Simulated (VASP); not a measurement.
Crystal: YAl3N4.

```
Y Al N
1.0
    -2.40834    2.40834    4.81668
     2.40834   -2.40834    4.81668
     2.40834    2.40834   -4.81668
Y Al N
1 3 4
Direct
  0.50000 0.50000 0.00000
  0.00000 0.00000 0.00000
  0.25000 0.75000 0.50000
  0.75000 0.25000 0.50000
  0.12500 0.12500 0.50000
  0.37500 0.87500 0.00000
  0.62500 0.62500 0.50000
  0.87500 0.37500 0.00000
```

* Program: VASP 6.6.1
* Task: relaxation of cell and atoms
* Functional: PBE
* Potentials or basis: VASP PAW PBE potentials, release 64 (Y_sv, Al, N)
* Cutoff: 600 eV
* k mesh: 6 × 6 × 6
* Occupations: gaussian, width 0.1 eV
* Spin: no spin polarisation

At the start: pressure -9.4 GPa; volume 13.97 Å³/atom.

Question: How do energy, volume and symmetry change on relaxing?

Answer: Over 9 steps the energy falls by 292.8 meV/atom and the volume is 12.27 Å³/atom (-12.2 %); space group I-42m (No. 121, to 0.1 Å) before and after.

Step by step:
```
step  energy change (eV)  largest force (eV/Å)  pressure (GPa)  volume (Å³)
   1              0.0000                4.1815           -9.41       111.75
   2             -2.2900                0.4779           -0.57        99.00
   3             -2.3074                0.2492            1.03        97.81
   4             -2.3069                0.2784            0.68        98.08
   5             -2.3252                0.0454           -0.87        98.93
   6             -2.3257                0.0707           -1.16        99.10
   7             -2.3355                0.1458            0.30        98.16
   8             -2.3358                0.1639            0.62        97.96
   9             -2.3423                0.0309            0.17        98.13
```

Final structure:
```
Y Al N
1.0
    -2.33892    2.33892    4.48467
     2.33892   -2.33892    4.48467
     2.33892    2.33892   -4.48467
Y Al N
1 3 4
Direct
  0.50000 0.50000 0.00000
  0.00000 0.00000 0.00000
  0.25000 0.75000 0.50000
  0.75000 0.25000 0.50000
  0.08351 0.08351 0.44199
  0.35848 0.91649 0.00000
  0.64152 0.64152 0.55801
  0.91649 0.35848 0.00000
```
